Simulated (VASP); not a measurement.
A run of VASP 6.6.1:

INCAR

```
PREC     = Accurate       # precision mode
ENCUT    = 520            # plane-wave cutoff, eV
EDIFF    = 1E-6           # SCF threshold, eV
ISMEAR   = 0              # smearing method
SIGMA    = 0.15           # smearing width, eV
LREAL    = F              # projectors in reciprocal space
LASPH    = T              # aspherical terms in the spheres
NELM     = 100            # most SCF steps
ALGO     = Fast           # electronic algorithm
ISIF     = 2              # what is computed and relaxed
LWAVE    = F              # write WAVECAR
LCHARG   = F              # write CHGCAR
GGA      = PS             # functional
NBANDS   = 24             # bands
```

File KPOINTS:

```
Automatic mesh
0
Gamma
  14 14 14
```

File POSCAR:

```
AlNi3
1.0
    0.0690984388      2.8628358565      2.8628358565
    2.8628358565      0.0690984388      2.8628358565
    2.8628358565      2.8628358565      0.0690984388
Al Ni
1 3
Direct
    0.5000000000      0.5000000000      0.5000000000
    0.2500000000      0.2500000000      0.2500000000
    0.0000000000      0.0000000000      0.0000000000
    0.7500000000      0.7500000000      0.7500000000
```

Potentials or basis: VASP PAW PBE potentials, release 64 (Al, Ni).

Command:

```console
$ cat potpaw_PBE.64/Al/POTCAR potpaw_PBE.64/Ni/POTCAR > POTCAR
$ mpirun -np 1 vasp_std > vasp.out
```

Hardware: 1 thread of Intel(R) Xeon(R) Platinum 8375C CPU @ 2.90GHz (Ice Lake) (shared host).

Estimate the wall time of this run.

Wall time 7 min on 1 thread of Intel(R) Xeon(R) Platinum 8375C CPU @ 2.90GHz (Ice Lake) (shared host), peak memory 0.37 GiB. Counts: scf iterations 16, k points 288.
